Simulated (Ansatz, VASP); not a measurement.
# One calculation of Re, two programs

```
Re
1.0
     2.75030    0.00000    0.00000
    -1.37515    2.38183    0.00000
     0.00000    0.00000    4.44329
Re
2
Direct
  0.33333 0.66667 0.25000
  0.66667 0.33333 0.75000
```

Alike in both runs: functional PBEsol; k mesh 18 × 18 × 10; occupations gaussian, width 0.1 eV; no spin polarisation.

Ansatz relaxed the structure, and its values are those at the end. VASP's run is a single point on that final structure, the one shown.

|  | VASP | Ansatz |
| --- | --- | --- |
| version | VASP 6.6.1 | Ansatz 0.2.0 |
| potentials or method | VASP PAW PBE potentials, release 64 (Re), cutoff 520 eV | scalar-relativistic, plane waves, PAW |
| valence electrons in the cell | 14 | 30 |

|  | VASP | Ansatz | Ansatz less VASP |
| --- | --- | --- | --- |
| gap on the k mesh at the Fermi level (eV) | none | none | - |
| pressure (GPa) | 0.0 | 0.0 | 0.00 |

VASP's potentials were made for PBE, not for PBEsol. A gap of «none» marks a metal or a gap that the smearing closes. VASP's potentials hold 14 valence electrons a cell and Ansatz's 30, so a difference there can come from the potentials and not from the codes.

Spin-orbit coupling is off throughout.
